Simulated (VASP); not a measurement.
# TiAl (P4/mmm) in VASP: notebook

Runs on TiAl. Level: r2SCAN. Tasks: single point.

Program: VASP 6.6.1. These are calculated values, not measurements. Logs are shortened: lines on timing, memory, paths and dates and some standing lists are left out, and cuts for length are marked.

## Step 1: The cell of the first run

It takes space group P4/mmm (No. 123, tetragonal). Conventional cell: a = 3.569 Å, b = 3.569 Å, c = 2.523 Å, α = 90.00°, β = 90.00°, γ = 90.00°. Within 3.3 Å of Ti (site symmetry 4/mmm) lie 2 Ti at 2.52 Å and 8 Al at 2.82 Å. Al (site symmetry 4/mmm) has 2 Al at 2.52 Å and 8 Ti at 2.82 Å within 3.3 Å.

## Step 2: Single point, r2SCAN

POSCAR

```
TiAl
1.0
    3.5685583292      0.0000000000      0.0000000000
    0.0000000000      3.5685583292      0.0000000000
    0.0000000000      0.0000000000      2.5229707387
Ti Al
1 1
Direct
    0.0000000000      0.0000000000      0.0000000000
    0.5000000000      0.5000000000      0.5000000000
```

INCAR.step1

```
ALGO = Normal ; EDIFF = 1E-4
ENCUT = 520 ; GGA = PE
ISMEAR = 0 ; LASPH = True
LCHARG = False ; LREAL = False
LWAVE = True ; NBANDS = 14
NELM = 60 ; PREC = Accurate
SIGMA = 0.15
```

INCAR.step2

```
ALGO = Normal ; EDIFF = 1E-7
ENCUT = 520 ; ISIF = 2
ISMEAR = 0 ; ISTART = 1
LASPH = True ; LCHARG = True
LELF = True ; LMIXTAU = True
LREAL = False ; LVHAR = True
LWAVE = False ; METAGGA = R2SCAN
NBANDS = 14 ; NELM = 60
PREC = Accurate ; SIGMA = 0.15
```

KPOINTS

```
k-points
0
Gamma
  16 16 16
```

Potentials or basis: VASP PAW PBE potentials, release 64 (Ti_sv, Al).

Run with:

```
$ cat potpaw_PBE.64/Ti_sv/POTCAR potpaw_PBE.64/Al/POTCAR > POTCAR
$ cp INCAR.step1 INCAR
$ mpirun -np 1 vasp_std > vasp.out
$ cp INCAR.step2 INCAR
$ mpirun -np 1 vasp_std > vasp.out
```

OUTCAR:

```text
EDIFF = 1E-7
   ENCUT = 520
   ISIF = 2
   ISMEAR = 0
   ISTART = 1
   LASPH = True
   LREAL = False
   METAGGA = R2SCAN
   NELM = 60
   PREC = Accurate

 ion  position               nearest neighbor table
   1  0.000  0.000  0.000-   2 2.82   2 2.82   2 2.82   2 2.82   2 2.82   2 2.82   2 2.82   2 2.82

   2  0.500  0.500  0.500-   1 2.82   1 2.82   1 2.82   1 2.82   1 2.82   1 2.82   1 2.82   1 2.82

  LATTYP: Found a simple tetragonal cell.
 ALAT       =     3.5685583292
 C/A-ratio  =     0.7070000000

  Lattice vectors:

 A1 = (   3.5685583292,   0.0000000000,   0.0000000000)
 A2 = (   0.0000000000,   3.5685583292,   0.0000000000)
 A3 = (   0.0000000000,   0.0000000000,   2.5229707387)

Analysis of symmetry for initial positions (statically):
=====================================================================
 Subroutine PRICEL returns:
 Original cell was already a primitive cell.

 Routine SETGRP: Setting up the symmetry group for a
 simple tetragonal supercell.

 Subroutine GETGRP returns: Found 16 space group operations
 (whereof 16 operations were pure point group operations)
 out of a pool of 16 trial point group operations.

The static configuration has the point symmetry D_4h.

Analysis of symmetry for dynamics (positions and initial velocities):
=====================================================================
 Subroutine PRICEL returns:
 Original cell was already a primitive cell.

 Routine SETGRP: Setting up the symmetry group for a
 simple tetragonal supercell.

 Subroutine GETGRP returns: Found 16 space group operations
 (whereof 16 operations were pure point group operations)
 out of a pool of 16 trial point group operations.

The dynamic configuration has the point symmetry D_4h.

 Subroutine INISYM returns: Found 16 space group operations
 (whereof 16 operations are pure point group operations),
 and found     1 'primitive' translations

----------------------------------------------------------------------------------------

                                     Primitive cell

  volume of cell :      32.1290

  direct lattice vectors                    reciprocal lattice vectors
     3.568558329  0.000000000  0.000000000     0.280225208  0.000000000  0.000000000
     0.000000000  3.568558329  0.000000000     0.000000000  0.280225208  0.000000000
     0.000000000  0.000000000  2.522970739     0.000000000  0.000000000  0.396358144

  length of vectors
     3.568558329  3.568558329  2.522970739     0.280225208  0.280225208  0.396358144

  position of ions in fractional coordinates (direct lattice)
     0.000000000  0.000000000  0.000000000
     0.500000000  0.500000000  0.500000000

  ion indices of the primitive-cell ions
   primitive index   ion index
                 1           1
                 2           2

----------------------------------------------------------------------------------------

 KPOINTS: k-points

Automatic generation of k-mesh.
 Grid dimensions read from file:
 generate k-points for:   16   16   16

 Generating k-lattice:

  Cartesian coordinates                     Fractional coordinates (reciprocal lattice)
     0.017514075  0.000000000  0.000000000     0.062500000  0.000000000  0.000000000
     0.000000000  0.017514075  0.000000000     0.000000000  0.062500000  0.000000000
     0.000000000  0.000000000  0.024772384     0.000000000  0.000000000  0.062500000

  Length of vectors
     0.017514075  0.017514075  0.024772384

  Shift w.r.t. Gamma in fractional coordinates (k-lattice)
     0.000000000  0.000000000  0.000000000

 Subroutine IBZKPT returns following result:
 ===========================================

 Found    405 irreducible k-points:

 Following reciprocal coordinates:
            Coordinates               Weight
  0.000000  0.000000  0.000000      1.000000
  0.062500  0.000000  0.000000      4.000000
  0.125000  0.000000  0.000000      4.000000
  0.187500  0.000000  0.000000      4.000000
  0.250000  0.000000  0.000000      4.000000
  0.312500  0.000000  0.000000      4.000000
[... 16 lines left out ...]
  0.437500  0.125000  0.000000      8.000000
  0.500000  0.125000  0.000000      4.000000
 [... further k-points ...]
   k-points           NKPTS =    405   k-points in BZ     NKDIM =    405   number of bands    NBANDS=     14
   number of dos      NEDOS =    301   number of ions     NIONS =      2
   total plane-waves  NPLWV =  15680
   dimension x,y,z NGX =    28 NGY =   28 NGZ =   20
   dimension x,y,z NGXF=    56 NGYF=   56 NGZF=   40
   ions per type =               1   1
   NGX,Y,Z   is equivalent  to a cutoff of  13.04, 13.04, 13.18 a.u.
   NGXF,Y,Z  is equivalent  to a cutoff of  26.09, 26.09, 26.36 a.u.
 SYSTEM =  unknown system
   PREC   = accura    normal or accurate (medium, high low for compatibility)
   ISTART =      1    job   : 0-new  1-cont  2-samecut
   ICHARG =      0    charge: 1-file 2-atom 10-const
   ISPIN  =      1    spin polarized calculation?
[... 30 lines left out ...]
   METAGGA = R2SCAN    functional components
   LHFCALC =     F    Hartree Fock is set to
   AEXX    =    0.0000 exact exchange contribution
   IVDW    =     0    specifies the selected vdW correction
   LEPSILON=     F    determine dielectric tensor
   LRPA    =     F    only Hartree local field effects (RPA)
 non-spin polarized calculation
 Gauss-broadening in eV      SIGMA  =   0.15
  energy-cutoff  :      520.00
  volume of cell :       32.13
 maximum number of plane-waves:       889
 NGX is ok and might be reduce to    28

 number of electron      15.0000007 magnetization

 Free energy of the ion-electron system (eV)
  ---------------------------------------------------
  ext. energy  EPLUGINS =         0.00000000
  ---------------------------------------------------
  free energy    TOTEN  =       -20.05759731 eV

  energy without entropy =      -20.03598177  energy(sigma->0) =      -20.04678954

 E-fermi :   8.5730     XC(G=0): -11.8484

 val. band max:        8.5700714944   @ k =   0.3125   0.0625   0.4375
 cond. band min:       8.5745051041   @ k =   0.1250   0.0625   0.0000
 fundamental gap:      0.0044336097
 Fermi energy:         8.5730431471

 k-point     1 :       0.0000    0.0000    0.0000
  band No.  band energies     occupation
      1     -50.4310      2.00000
      2     -25.6937      2.00000
      3     -25.6937      2.00000
      4     -24.8877      2.00000
      5      -1.1514      2.00000
      6       6.8994      2.00000
      7       7.0391      2.00000
      8       9.4937      0.00000
      9      10.3204      0.00000
     10      10.3204      0.00000
     11      12.1227      0.00000
     12      12.1227      0.00000
     13      15.1350      0.00000
     14      17.2999      0.00000

 k-point     2 :       0.0625    0.0000    0.0000
  band No.  band energies     occupation
      1     -50.4308      2.00000
      2     -25.6962      2.00000
      3     -25.6935      2.00000
      4     -24.8876      2.00000
      5      -1.1009      2.00000
      6       6.8191      2.00000
      7       7.0369      2.00000
      8       9.2265      0.00000
      9      10.2256      0.00000
     10      10.6415      0.00000
     11      12.1100      0.00000
     12      12.1245      0.00000
     13      15.3016      0.00000
     14      17.3350      0.00000

 k-point     3 :       0.1250    0.0000    0.0000
  band No.  band energies     occupation
      1     -50.4304      2.00000
      2     -25.7033      2.00000
      3     -25.6929      2.00000
      4     -24.8873      2.00000
      5      -0.9506      2.00000
      6       6.5214      2.00000
      7       7.0731      2.00000
      8       8.7994      0.03286
      9      10.0503      0.00000
     10      11.2302      0.00000
     11      12.0741      0.00000
     12      12.1296      0.00000
     13      15.5746      0.00000
     14      17.5691      0.00000
[... 324 lines left out ...]
 k-point    23 :       0.4375    0.1250    0.0000
  band No.  band energies     occupation
      1     -50.4268      2.00000
      2     -25.7545      2.00000
      3     -25.6971      2.00000
      4     -24.8850      2.00000
      5       1.0637      2.00000
      6       3.4528      2.00000
      7       7.0776      2.00000
      8       7.4089      2.00000
      9      10.7711      0.00000
     10      11.8280      0.00000
     11      12.1233      0.00000
     12      13.3409      0.00000
     13      14.7148      0.00000
     14      17.4693      0.00000

 k-point    24 :       0.5000    0.1250    0.0000
  band No.  band energies     occupation
      1     -50.4266      2.00000
      2     -25.7569      2.00000
      3     -25.6968      2.00000
      4     -24.8849      2.00000
      5       1.2634      2.00000
      6       3.1967      2.00000
      7       7.0902      2.00000
      8       7.3897      2.00000
      9      10.8306      0.00000
     10      11.8167      0.00000
     11      12.1253      0.00000
     12      13.4538      0.00000
     13      14.5867      0.00000
     14      17.3539      0.00000

 [... further k-points ...]

------------------------ aborting loop because EDIFF is reached ----------------------------------------

  FORCE on cell =-STRESS in cart. coord.  units (eV):
  Direction    XX          YY          ZZ          XY          YZ          ZX
  --------------------------------------------------------------------------------------
  -------------------------------------------------------------------------------------
  Total       -0.7013076     -0.7013076      4.0006771      0.0000000      0.0000000      0.0000000
  in kB      -34.9720672    -34.9720672    199.5015471      0.0000000      0.0000000      0.0000000
  external PRESSURE =      43.1858043 kB  Pullay stress =       0.0000000 kB

 VOLUME and BASIS-vectors are now :
 -----------------------------------------------------------------------------
  energy-cutoff  :      520.00
  volume of cell :       32.13
      direct lattice vectors                 reciprocal lattice vectors
     3.568558329  0.000000000  0.000000000     0.280225208  0.000000000  0.000000000
     0.000000000  3.568558329  0.000000000     0.000000000  0.280225208  0.000000000
     0.000000000  0.000000000  2.522970739     0.000000000  0.000000000  0.396358144

 POSITION                                       TOTAL-FORCE (eV/Angst)
 -----------------------------------------------------------------------------------
      0.00000      0.00000      0.00000         0.000000      0.000000      0.000000
      1.78428      1.78428      1.26149         0.000000      0.000000      0.000000
 -----------------------------------------------------------------------------------
    total drift:                               -0.000000     -0.000000     -0.000000

  FREE ENERGIE OF THE ION-ELECTRON SYSTEM (eV)
  ---------------------------------------------------
  free  energy   TOTEN  =       -20.0575973125 eV

  energy  without entropy=      -20.0359817702  energy(sigma->0) =      -20.04678954
```

Wall time 15 min (1 thread of Intel Xeon 8259CL, shared host); peak memory 0.3 GiB.

What came out:

```yaml
Free_energy: -20.0576 eV
Pressure: 4.3 GPa
Band_gap_on_the_k_mesh: zero (an odd number of electrons rules out a gap without spin polarisation)
```

Caveat: the cell stands under pressure; the PAW data sets were made with another functional, which shifts forces and pressure a little.

## Step 3: Single point, r2SCAN

This run uses another cell than the first one, of the same volume but with other edges.

POSCAR

```
TiAl
1.0
    2.8323666229      0.0000000000      0.0000000000
    0.0000000000      2.8323666229      0.0000000000
    0.0000000000      0.0000000000      4.0049664048
Ti Al
1 1
Direct
    0.0000000000      0.0000000000      0.0000000000
    0.5000000000      0.5000000000      0.5000000000
```

INCAR.step1

```
SYSTEM = TiAl
PREC     = Accurate       ! precision mode
ENCUT    = 520            ! plane-wave cutoff, eV
ISMEAR   = 0              ! smearing method
SIGMA    = 0.15           ! smearing width, eV
LREAL    = .FALSE.        ! projectors in reciprocal space
LASPH    = .TRUE.         ! aspherical terms in the spheres
NELM     = 60             ! most SCF steps
NBANDS   = 14             ! bands
GGA      = PE             ! functional
ALGO     = Normal         ! electronic algorithm
EDIFF    = 1E-4           ! SCF threshold, eV
LWAVE    = .TRUE.         ! write WAVECAR
LCHARG   = .FALSE.        ! write CHGCAR
```

INCAR.step2

```
SYSTEM = TiAl
PREC     = Accurate       ! precision mode
ENCUT    = 520            ! plane-wave cutoff, eV
EDIFF    = 1E-7           ! SCF threshold, eV
ISMEAR   = 0              ! smearing method
SIGMA    = 0.15           ! smearing width, eV
LREAL    = .FALSE.        ! projectors in reciprocal space
LASPH    = .TRUE.         ! aspherical terms in the spheres
NELM     = 60             ! most SCF steps
ALGO     = Normal         ! electronic algorithm
ISIF     = 2              ! what is computed and relaxed
LWAVE    = .FALSE.        ! write WAVECAR
LCHARG   = .TRUE.         ! write CHGCAR
METAGGA  = R2SCAN         ! meta-GGA
LMIXTAU  = .TRUE.       
LELF     = .TRUE.         ! ELF
LVHAR    = .TRUE.       
NBANDS   = 14             ! bands
ISTART   = 1
```

KPOINTS

```
regular mesh
0
G
  16 16 16
  0 0 0
```

Potentials or basis: VASP PAW PBE potentials, release 64 (Ti_sv, Al).

Run with:

```
$ cat potpaw_PBE.64/Ti_sv/POTCAR potpaw_PBE.64/Al/POTCAR > POTCAR
$ cp INCAR.step1 INCAR
$ mpirun -np 1 vasp_std > vasp.out
$ cp INCAR.step2 INCAR
$ mpirun -np 1 vasp_std > vasp.out
```

Wall time 9.2 min (1 thread of Intel Xeon 8259CL, shared host); peak memory 0.31 GiB.

Results (log left out):

```
Free energy            : -20.5981 eV
Pressure               : 0.1 GPa
Band gap on the k mesh : zero (an odd number of electrons rules out a gap without spin polarisation)
```

Stress tensor (GPa, compression positive):
```
-0.60  0.00  0.00
 0.00 -0.60  0.00
 0.00  0.00  1.37
```

Levels at points of the mesh, in eV from the Fermi level:
| k point | band 6 | band 7 | band 8 | band 9 | band 10 | band 11 |
| --- | --- | --- | --- | --- | --- | --- |
| (0.00, 0.00, 0.00) | -1.93 | -0.97 | -0.28 | 2.34 | 2.34 | 3.66 |
| (0.50, 0.00, 0.00) | -4.90 | -1.72 | -0.25 | 2.01 | 2.71 | 4.55 |
| (0.50, 0.50, 0.00) | -0.67 | -0.67 | -0.48 | -0.16 | -0.16 | 4.31 |
| (0.00, 0.00, 0.50) | -5.64 | -0.77 | 0.93 | 1.92 | 1.92 | 3.67 |
| (0.50, 0.00, 0.50) | -3.24 | -1.43 | -1.31 | 1.68 | 2.08 | 2.44 |
| (0.50, 0.50, 0.50) | -2.48 | -2.48 | 2.08 | 2.43 | 2.67 | 4.21 |

Caveat: the PAW data sets were made with another functional, which shifts forces and pressure a little.

## Step 4: Single point, r2SCAN

This run uses another cell than the first one, of the same volume but with other edges.

POSCAR

```
TiAl
1.0
    3.3560335660      0.0000000000      0.0000000000
    0.0000000000      3.3560335660      0.0000000000
    0.0000000000      0.0000000000      2.8526285311
Ti Al
1 1
Direct
    0.0000000000      0.0000000000      0.0000000000
    0.5000000000      0.5000000000      0.5000000000
```

INCAR.step1

```
  PREC = Accurate
  ENCUT = 520
  ISMEAR = 0
  SIGMA = 0.15
  LREAL = F
  LASPH = T
  NELM = 100
  NBANDS = 14
  GGA = PE
  ALGO = Normal
  EDIFF = 1E-4
  LWAVE = T
  LCHARG = F
```

INCAR.step2

```
  PREC = Accurate
  ENCUT = 520
  EDIFF = 1E-6
  ISMEAR = 0
  SIGMA = 0.15
  LREAL = F
  LASPH = T
  NELM = 100
  ALGO = Normal
  ISIF = 2
  LWAVE = F
  LCHARG = F
  METAGGA = R2SCAN
  LMIXTAU = T
  NBANDS = 14
  ISTART = 1
```

KPOINTS

```
regular mesh
0
Gamma
  16 16 16
```

Run with:

```
$ cat potpaw_PBE.64/Ti_sv/POTCAR potpaw_PBE.64/Al/POTCAR > POTCAR
$ cp INCAR.step1 INCAR
$ mpirun -np 1 vasp_std > vasp.out
$ cp INCAR.step2 INCAR
$ mpirun -np 1 vasp_std > vasp.out
```

Wall time 12 min (1 thread of Intel Xeon 8259CL, shared host); peak memory 0.31 GiB.

Results (log left out):

| Property | Result |
| --- | --- |
| Free energy | -20.3236 eV |
| Pressure | 0.5 GPa |
| Band gap on the k mesh | zero (an odd number of electrons rules out a gap without spin polarisation) |

Stress tensor (GPa, compression positive):
```
-0.06  0.00  0.00
 0.00 -0.06  0.00
 0.00  0.00  1.52
```

Levels at points of the mesh, in eV from the Fermi level:
| k point | band 4 | band 5 | band 6 | band 7 | band 8 | band 9 | band 10 | band 11 |
| --- | --- | --- | --- | --- | --- | --- | --- | --- |
| (0.00, 0.00, 0.00) | -34.10 | -9.80 | -1.66 | -1.47 | 1.42 | 2.59 | 2.59 | 3.18 |
| (0.50, 0.00, 0.00) | -34.09 | -6.91 | -5.64 | -0.82 | -0.47 | 1.70 | 2.67 | 2.71 |
| (0.50, 0.50, 0.00) | -34.09 | -5.92 | -2.89 | -2.89 | -1.85 | 1.95 | 1.95 | 2.57 |
| (0.00, 0.00, 0.50) | -34.37 | -5.17 | -5.15 | -0.18 | -0.18 | -0.08 | 1.91 | 4.30 |
| (0.50, 0.00, 0.50) | -34.36 | -4.68 | -2.45 | -1.41 | -1.25 | 0.35 | 0.66 | 2.94 |
| (0.50, 0.50, 0.50) | -34.45 | -3.20 | -3.08 | -3.08 | 1.20 | 2.77 | 2.83 | 2.83 |

Caveat: the PAW data sets were made with another functional, which shifts forces and pressure a little.

## Step 5: Single point, r2SCAN

This run uses another cell than the first one, of the same volume but with other edges.

POSCAR

```
TiAl
1.0
    2.9916137621      0.0000000000      0.0000000000
    0.0000000000      2.9916137621      0.0000000000
    0.0000000000      0.0000000000      3.5899365145
Ti Al
1 1
Direct
    0.0000000000      0.0000000000      0.0000000000
    0.5000000000      0.5000000000      0.5000000000
```

INCAR.step1

```
SYSTEM = TiAl
PREC = Accurate
ENCUT = 520
ISMEAR = 0
SIGMA = 0.15
LREAL = .False.
LASPH = .True.
NELM = 100
NBANDS = 14
GGA = PE
ALGO = Normal
EDIFF = 1E-4
LWAVE = .True.
LCHARG = .False.
```

INCAR.step2

```
SYSTEM = TiAl
PREC = Accurate
ENCUT = 520
EDIFF = 1E-7
ISMEAR = 0
SIGMA = 0.15
LREAL = .False.
LASPH = .True.
NELM = 100
ALGO = Normal
ISIF = 2
LWAVE = .False.
LCHARG = .False.
METAGGA = R2SCAN
LMIXTAU = .True.
NBANDS = 14
ISTART = 1
```

KPOINTS

```
Automatic mesh
0
Gamma
  16 16 16
  0 0 0
```

Run with:

```
$ cat potpaw_PBE.64/Ti_sv/POTCAR potpaw_PBE.64/Al/POTCAR > POTCAR
$ cp INCAR.step1 INCAR
$ mpirun -np 1 vasp_std > vasp.out
$ cp INCAR.step2 INCAR
$ mpirun -np 1 vasp_std > vasp.out
```

Wall time 12 min (1 thread of Intel Xeon 8259CL, shared host); peak memory 0.31 GiB.

The run converged. Its results:

| Property | Result |
| --- | --- |
| Free energy | -20.4532 eV |
| Pressure | -0.3 GPa |
| Band gap on the k mesh | zero (an odd number of electrons rules out a gap without spin polarisation) |

Stress tensor (GPa, compression positive):
```
-3.45  0.00  0.00
 0.00 -3.45  0.00
 0.00  0.00  5.95
```

Levels at points of the mesh, in eV from the Fermi level:
```tsv
k point	band 5	band 6	band 7	band 8	band 9	band 10	band 11	band 12
(0.00, 0.00, 0.00)	-9.69	-1.68	-1.20	1.71	2.03	2.03	2.96	6.71
(0.50, 0.00, 0.00)	-5.61	-5.24	-0.94	-0.32	1.31	2.35	3.99	6.33
(0.50, 0.50, 0.00)	-4.17	-1.51	-1.51	-1.04	0.15	0.15	3.59	5.57
(0.00, 0.00, 0.50)	-7.35	-5.61	-0.72	1.12	1.12	1.99	3.02	7.27
(0.50, 0.00, 0.50)	-5.32	-2.94	-1.91	-1.48	1.53	1.70	2.41	4.96
(0.50, 0.50, 0.50)	-2.98	-2.98	-2.91	1.37	2.65	2.68	3.50	3.50
```

Caveat: the PAW data sets were made with another functional, which shifts forces and pressure a little.

## Step 6: The runs side by side

```csv
cell,gap on the mesh (eV),pressure (GPa)
"a = 3.569, b = 3.569, c = 2.523 Å, 2 atoms",none,4.3
"a = 2.832, b = 2.832, c = 4.005 Å, 2 atoms",none,0.1
"a = 3.356, b = 3.356, c = 2.853 Å, 2 atoms",none,0.5
"a = 2.992, b = 2.992, c = 3.590 Å, 2 atoms",none,-0.3
```

Alike in all rows: task single point; level r2SCAN; potentials or basis VASP PAW PBE potentials, release 64 (Ti_sv, Al); no spin polarisation; k mesh 16 × 16 × 16; cutoff (eV) 520; smearing gaussian 0.15 eV.

Caveats: the PAW data sets were made with another functional, which shifts forces and pressure a little; the cell stands under pressure (at least some runs).

Total energies depend on the potentials used, so only differences within one code and one set of settings carry meaning.
